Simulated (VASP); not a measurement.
Set up this calculation in VASP 6.6.1, as the native input.

```
Task                   : single point
Functional             : PBE
Potentials or basis    : VASP PAW PBE potentials, release 64 (Zr_sv, C)
Cutoff                 : 520 eV
k mesh                 : 8 × 8 × 8
Occupations            : gaussian, width 0.05 eV
Spin                   : no spin polarisation
Dipole correction      : no
Further INCAR settings : ALGO = Normal; EDIFF = 1e-06; NBANDS = 15
```

The structure of ZrC lies in POSCAR:

```
ZrC
1.0
    0.0000000000      2.3543046662      2.3543046662
    2.3543046662      0.0000000000      2.3543046662
    2.3543046662      2.3543046662      0.0000000000
Zr C
1 1
Direct
    0.5000000000      0.5000000000      0.5000000000
    0.0000000000      0.0000000000      0.0000000000
```

One way to write it, as run:

INCAR

```
SYSTEM = ZrC
ALGO = Normal
EDIFF = 1E-6
ENCUT = 520
GGA = PE
ISIF = 2
ISMEAR = 0
LASPH = .TRUE.
LCHARG = .FALSE.
LREAL = .FALSE.
LWAVE = .FALSE.
NBANDS = 15
NELM = 60
PREC = Accurate
SIGMA = 0.05
```

KPOINTS

```
k-points
0
G
  8 8 8
  0 0 0
```

Potentials or basis: VASP PAW PBE potentials, release 64 (Zr_sv, C).

The run is started by

```sh
$ cat potpaw_PBE.64/Zr_sv/POTCAR potpaw_PBE.64/C/POTCAR > POTCAR
$ mpirun -np 1 vasp_std > vasp.out
```

It gave:

```json
{
  "Pressure": "0.3 GPa",
  "Band gap on the k mesh": "zero (bands 8 and 9 overlap by 1.31 eV)"
}
```

Wall time 26 s on 1 thread of Intel Xeon 8259CL, on a shared host, peak memory 0.16 GiB.
